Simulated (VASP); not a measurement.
# Pr4Hg (P6/mmm) in VASP: notebook

The runs below take Pr4Hg through single point, relaxation of cell and atoms, with PBE.

Program: VASP 6.6.1. These are calculated values, not measurements. Logs are shortened: lines on timing, memory, paths and dates and some standing lists are left out, and cuts for length are marked.

### 1 The cell of the first run

The structure is hexagonal, space group P6/mmm (No. 191). Conventional cell: a = 7.009 Å, b = 7.009 Å, c = 5.758 Å, α = 90.00°, β = 90.00°, γ = 120.00°. Within 4.6 Å of Pr (site symmetry mmm) lie 6 Pr at 3.50 Å and 4 Hg at 4.54 Å. Within 3.8 Å of Pr (site symmetry 6/mmm) lie 2 Hg at 2.88 Å and 6 Pr at 3.50 Å. Hg (site symmetry 6/mmm) has 2 Pr at 2.88 Å within 3.8 Å.

The cell was generated, and may not be a known phase.

### 2 Single point, PBE

Input file INCAR:

```
  ALGO = Normal
  EDIFF = 1E-6
  ENCUT = 500
  GGA = PE
  GGA_COMPAT = False
  ISIF = 2
  ISMEAR = 0
  LASPH = True
  LCHARG = True
  LELF = True
  LMAXMIX = 6
  LREAL = False
  LVHAR = True
  LWAVE = False
  NBANDS = 36
  NELM = 200
  PREC = Accurate
  SIGMA = 0.2
```

Input file KPOINTS:

```
k-points
0
Gamma
  3 3 3
```

Input file POSCAR:

```
Pr4Hg
1.0
    7.0089309627     -0.0000000035      0.0000000000
   -3.5044654783      6.0699122688      0.0000000000
    0.0000000000      0.0000000000      5.7583022988
Pr Hg
4 1
Direct
    0.5000000000      0.0000000000      0.5000000000
    0.0000000000      0.5000000000      0.5000000000
    0.5000000000      0.5000000000      0.5000000000
    0.0000000000      0.0000000000      0.5000000000
    0.0000000000      0.0000000000      0.0000000000
```

Potentials or basis: VASP PAW PBE potentials, release 64 (Pr_3, Hg), 4f in core.

On the command line:

```
cat potpaw_PBE.64/Pr_3/POTCAR potpaw_PBE.64/Hg/POTCAR > POTCAR
mpirun -np 1 vasp_std > vasp.out
```

OUTCAR:

```text
EDIFF = 1E-6
   ENCUT = 500
   GGA = PE
   ISIF = 2
   ISMEAR = 0
   LASPH = True
   LREAL = False
   NELM = 200
   PREC = Accurate

 ion  position               nearest neighbor table
   1  0.500  0.000  0.500-   3 3.50   3 3.50   2 3.50   2 3.50   4 3.50   4 3.50
   2  0.000  0.500  0.500-   4 3.50   4 3.50   1 3.50   1 3.50   3 3.50   3 3.50
   3  0.500  0.500  0.500-   1 3.50   1 3.50   4 3.50   4 3.50   2 3.50   2 3.50
   4  0.000  0.000  0.500-   5 2.88   5 2.88   2 3.50   2 3.50   3 3.50   3 3.50   1 3.50   1 3.50

   5  0.000  0.000  0.000-   4 2.88   4 2.88

  LATTYP: Found a hexagonal cell.
 ALAT       =     7.0089309627
 C/A-ratio  =     0.8215664171

  Lattice vectors:

 A1 = (   7.0089309627,  -0.0000000035,   0.0000000000)
 A2 = (  -3.5044654783,   6.0699122688,   0.0000000000)
 A3 = (   0.0000000000,   0.0000000000,   5.7583022988)

Analysis of symmetry for initial positions (statically):
=====================================================================
 Subroutine PRICEL returns:
 Original cell was already a primitive cell.

 Routine SETGRP: Setting up the symmetry group for a
 hexagonal supercell.

 Subroutine GETGRP returns: Found 24 space group operations
 (whereof 24 operations were pure point group operations)
 out of a pool of 24 trial point group operations.

The static configuration has the point symmetry D_6h.

Analysis of symmetry for dynamics (positions and initial velocities):
=====================================================================
 Subroutine PRICEL returns:
 Original cell was already a primitive cell.

 Routine SETGRP: Setting up the symmetry group for a
 hexagonal supercell.

 Subroutine GETGRP returns: Found 24 space group operations
 (whereof 24 operations were pure point group operations)
 out of a pool of 24 trial point group operations.

The dynamic configuration has the point symmetry D_6h.

 Subroutine INISYM returns: Found 24 space group operations
 (whereof 24 operations are pure point group operations),
 and found     1 'primitive' translations

----------------------------------------------------------------------------------------

                                     Primitive cell

  volume of cell :     244.9789

  direct lattice vectors                    reciprocal lattice vectors
     7.008930963 -0.000000003  0.000000000     0.142675111  0.082373513  0.000000000
    -3.504465478  6.069912269  0.000000000     0.000000000  0.164747027  0.000000000
     0.000000000  0.000000000  5.758302299     0.000000000  0.000000000  0.173662296

  length of vectors
     7.008930963  7.008930963  5.758302299     0.164747027  0.164747027  0.173662296

  position of ions in fractional coordinates (direct lattice)
     0.500000000  0.000000000  0.500000000
     1.000000000  0.500000000  0.500000000
     0.500000000  0.500000000  0.500000000
     0.000000000  0.000000000  0.500000000
     0.000000000  0.000000000  0.000000000

  ion indices of the primitive-cell ions
   primitive index   ion index
                 1           1
                 2           2
                 3           3
                 4           4
                 5           5

----------------------------------------------------------------------------------------

 KPOINTS: k-points

Automatic generation of k-mesh.
 Grid dimensions read from file:
 generate k-points for:    3    3    3

 Generating k-lattice:

  Cartesian coordinates                     Fractional coordinates (reciprocal lattice)
     0.047558370  0.027457838  0.000000000     0.333333333 -0.000000000  0.000000000
     0.000000000  0.054915676  0.000000000     0.000000000  0.333333333  0.000000000
     0.000000000  0.000000000  0.057887432     0.000000000  0.000000000  0.333333333

  Length of vectors
     0.054915676  0.054915676  0.057887432

  Shift w.r.t. Gamma in fractional coordinates (k-lattice)
     0.000000000  0.000000000  0.000000000

 Subroutine IBZKPT returns following result:
 ===========================================

 Found      6 irreducible k-points:

 Following reciprocal coordinates:
            Coordinates               Weight
  0.000000  0.000000  0.000000      1.000000
  0.333333  0.000000  0.000000      6.000000
  0.333333  0.333333  0.000000      2.000000
  0.000000  0.000000  0.333333      2.000000
  0.333333  0.000000  0.333333     12.000000
  0.333333  0.333333  0.333333      4.000000
   k-points           NKPTS =      6   k-points in BZ     NKDIM =      6   number of bands    NBANDS=     36
   number of dos      NEDOS =    301   number of ions     NIONS =      5
   total plane-waves  NPLWV = 122472
   dimension x,y,z NGX =    54 NGY =   54 NGZ =   42
   dimension x,y,z NGXF=   108 NGYF=  108 NGZF=   84
   ions per type =               4   1
   NGX,Y,Z   is equivalent  to a cutoff of  12.81, 12.81, 12.13 a.u.
   NGXF,Y,Z  is equivalent  to a cutoff of  25.62, 25.62, 24.25 a.u.
 SYSTEM =  unknown system
   PREC   = accura    normal or accurate (medium, high low for compatibility)
   ISTART =      0    job   : 0-new  1-cont  2-samecut
   ICHARG =      2    charge: 1-file 2-atom 10-const
   ISPIN  =      1    spin polarized calculation?
   LNONCOLLINEAR =      F non collinear calculations
   LSORBIT =      F    spin-orbit coupling
   LASPH  =      T    aspherical Exc in radial PAW
   ENCUT  =  500.0 eV  36.75 Ry    6.06 a.u.  12.78 12.78 10.50*2*pi/ulx,y,z
   NELM   =    200;   NELMIN=  2; NELMDL= -5     # of ELM steps
   EDIFF  = 0.1E-05   stopping-criterion for ELM
   LREAL  =      F    real-space projection
[... 7 lines left out ...]
   TEBEG  =    0.0;   TEEND  =   0.0 temperature during run
   PSTRESS=    0.0 pullay stress
   NELECT =      56.0000    total number of electrons
   NUPDOWN=      -1.0000    fix difference up-down
   EMIN   =  10.00;   EMAX   =-10.00  energy-range for DOS
   EFERMI =   0.00;   METHOD = LEGACY
   ISMEAR =     0;   SIGMA  =   0.20  broadening in eV -4-tet -1-fermi 0-gaus
   EFERMI_NEDOS =   21; number of points for ismear=-14 and -15
   IALGO  =     38    algorithm
   IMIX   =      4    mixing-type and parameters
     AMIX     =   0.40;   BMIX     =  1.00
     AMIX_MAG =   1.60;   BMIX_MAG =  1.00
  volume/ion in A,a.u.               =      49.00       330.64
  Fermi-wavevector in a.u.,A,eV,Ry     =   1.000986  1.891589 13.632667  1.001973
  Thomas-Fermi vector in A             =   2.133378
   LORBIT       =      0    0 simple, 1 ext, 2 COOP (PROOUT), +10 PAW based schemes
   GGA     = PE    functional components
   LHFCALC =     F    Hartree Fock is set to
   AEXX    =    0.0000 exact exchange contribution
   IVDW    =     0    specifies the selected vdW correction
   LEPSILON=     F    determine dielectric tensor
   LRPA    =     F    only Hartree local field effects (RPA)
 non-spin polarized calculation
 Gauss-broadening in eV      SIGMA  =   0.20
  energy-cutoff  :      500.00
  volume of cell :      244.98
 maximum number of plane-waves:      6279
 NGX is ok and might be reduce to    54
   NGX = 25   NGY = 25   NGZ = 21

 number of electron      55.9999996 magnetization

 Free energy of the ion-electron system (eV)
  ---------------------------------------------------
  ext. energy  EPLUGINS =         0.00000000
  ---------------------------------------------------
  free energy    TOTEN  =       -15.67255289 eV

  energy without entropy =      -15.54026435  energy(sigma->0) =      -15.60640862

 E-fermi :   1.4176     XC(G=0):  -7.9125

 val. band max:        1.3058570440   @ k =   0.3333   0.3333   0.3333
 cond. band min:       1.4179610026   @ k =   0.3333   0.3333   0.0000
 fundamental gap:      0.1121039586
 Fermi energy:         1.4176477123

 k-point     1 :       0.0000    0.0000    0.0000
  band No.  band energies     occupation
      1     -35.3893      2.00000
      2     -35.2532      2.00000
      3     -35.2532      2.00000
      4     -34.8603      2.00000
      5     -17.8846      2.00000
      6     -17.8219      2.00000
[... 28 lines left out ...]
     35       3.0987      0.00000
     36       3.0987      0.00000

 k-point     2 :       0.3333    0.0000    0.0000
  band No.  band energies     occupation
      1     -35.3575      2.00000
      2     -35.2816      2.00000
      3     -35.2533      2.00000
      4     -34.8654      2.00000
      5     -17.7281      2.00000
      6     -17.6515      2.00000
[... 28 lines left out ...]
     35       3.1666      0.00000
     36       3.4356      0.00000

 k-point     3 :       0.3333    0.3333    0.0000
  band No.  band energies     occupation
      1     -35.3170      2.00000
      2     -35.3170      2.00000
      3     -35.2569      2.00000
      4     -34.8678      2.00000
      5     -17.4916      2.00000
      6     -17.4916      2.00000
[... 28 lines left out ...]
     35       2.3201      0.00000
     36       2.3309      0.00000

 k-point     4 :       0.0000    0.0000    0.3333
  band No.  band energies     occupation
      1     -35.3892      2.00000
      2     -35.2532      2.00000
      3     -35.2532      2.00000
      4     -34.8577      2.00000
      5     -17.8842      2.00000
      6     -17.8223      2.00000
[... 28 lines left out ...]
     35       3.6585      0.00000
     36       4.1472      0.00000

 k-point     5 :       0.3333    0.0000    0.3333
  band No.  band energies     occupation
      1     -35.3574      2.00000
      2     -35.2816      2.00000
      3     -35.2533      2.00000
      4     -34.8628      2.00000
      5     -17.7278      2.00000
      6     -17.6521      2.00000
[... 28 lines left out ...]
     35       3.2556      0.00000
     36       3.4747      0.00000

 k-point     6 :       0.3333    0.3333    0.3333
  band No.  band energies     occupation
      1     -35.3170      2.00000
      2     -35.3170      2.00000
      3     -35.2568      2.00000
      4     -34.8652      2.00000
      5     -17.4915      2.00000
      6     -17.4915      2.00000
[... 28 lines left out ...]
     35       2.5086      0.00000
     36       2.9616      0.00000

------------------------ aborting loop because EDIFF is reached ----------------------------------------

  FORCE on cell =-STRESS in cart. coord.  units (eV):
  Direction    XX          YY          ZZ          XY          YZ          ZX
  --------------------------------------------------------------------------------------
  -------------------------------------------------------------------------------------
  Total        0.0154336      0.0154336      0.7340910      0.0000000      0.0000000      0.0000000
  in kB        0.1009365      0.1009365      4.8010012      0.0000000      0.0000000      0.0000000
  external PRESSURE =       1.6676248 kB  Pullay stress =       0.0000000 kB

 VOLUME and BASIS-vectors are now :
 -----------------------------------------------------------------------------
  energy-cutoff  :      500.00
  volume of cell :      244.98
      direct lattice vectors                 reciprocal lattice vectors
     7.008930963 -0.000000003  0.000000000     0.142675111  0.082373513  0.000000000
    -3.504465478  6.069912269  0.000000000     0.000000000  0.164747027  0.000000000
     0.000000000  0.000000000  5.758302299     0.000000000  0.000000000  0.173662296

 POSITION                                       TOTAL-FORCE (eV/Angst)
 -----------------------------------------------------------------------------------
      3.50447     -0.00000      2.87915        -0.000000      0.000000      0.000000
     -1.75223      3.03496      2.87915         0.000000      0.000000      0.000000
      1.75223      3.03496      2.87915         0.000000      0.000000      0.000000
      0.00000      0.00000      2.87915         0.000000      0.000000      0.000000
      0.00000      0.00000      0.00000         0.000000      0.000000      0.000000
 -----------------------------------------------------------------------------------
    total drift:                               -0.000000     -0.000000      0.000000

  FREE ENERGIE OF THE ION-ELECTRON SYSTEM (eV)
  ---------------------------------------------------
  free  energy   TOTEN  =       -15.6725528920 eV

  energy  without entropy=      -15.5402643538  energy(sigma->0) =      -15.60640862
```

It took 36 s on 1 thread of Intel Xeon 6975P-C (Granite Rapids), shared host; peak memory 0.34 GiB.

What came out:

```yaml
Free_energy: -15.6726 eV
Pressure: 0.2 GPa
Band_gap_on_the_k_mesh: zero (bands 28 and 29 overlap by 0.89 eV)
```

Stress tensor (GPa, compression positive):
```
0.01 0.00 0.00
0.00 0.01 0.00
0.00 0.00 0.48
```

Caveat: the k points lie up to 0.36 Å⁻¹ apart, too coarse for converged energies and pressures of a metal; spin-orbit coupling is left out, which moves the levels of the heavy elements; the 4f electrons are frozen in the core, so they carry no moment and show no levels. Spin polarisation is off, so any magnetic state and its effect on volume and gap are missing.

(Continued in part 2 of 3.)

The gap in the log of VASP goes by the Fermi energy; the results here count the filled bands.